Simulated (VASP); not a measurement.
A run of VASP 6.6.1 is set up as follows.

The input INCAR:

```
PREC = Accurate
ENCUT = 520
EDIFF = 1E-6
ISMEAR = 0
SIGMA = 0.1
LREAL = F
LASPH = T
NELM = 60
ALGO = Normal
ISIF = 2
LWAVE = F
LCHARG = F
LDIPOL = T
IDIPOL = 3
DIPOL = 0.5 0.5 0.335
GGA = PE
IVDW = 12
NBANDS = 16
```

KPOINTS

```
Automatic mesh
0
Gamma
  15 15 1
```

The input POSCAR:

```
C
1.0
    2.4656524409      0.0000000000      0.0000000000
   -1.2328262205      2.1353176508      0.0000000000
    0.0000000000      0.0000000000     17.5000663883
C
4
Direct
    0.6666666667      0.3333333333      0.2571437784
    0.3333333333      0.6666666667      0.2571418816
    0.6666666667      0.3333333333      0.4120022306
    0.3333333333      0.6666666667      0.4120003338
```

Potentials or basis: VASP PAW PBE potentials, release 64 (C).

Run with:

```sh
$ cat potpaw_PBE.64/C/POTCAR > POTCAR
$ mpirun -np 1 vasp_std > vasp.out
```

Q: What does it give for the largest force?

A: 0.728 eV/Å.

Q: What does it give for the dispersion energy per atom?

A: -0.136 eV.

Forces on the atoms (eV/Å):
```
C    0.000  0.000 -0.728
C    0.000  0.000 -0.728
C    0.000  0.000  0.728
C    0.000  0.000  0.728
```
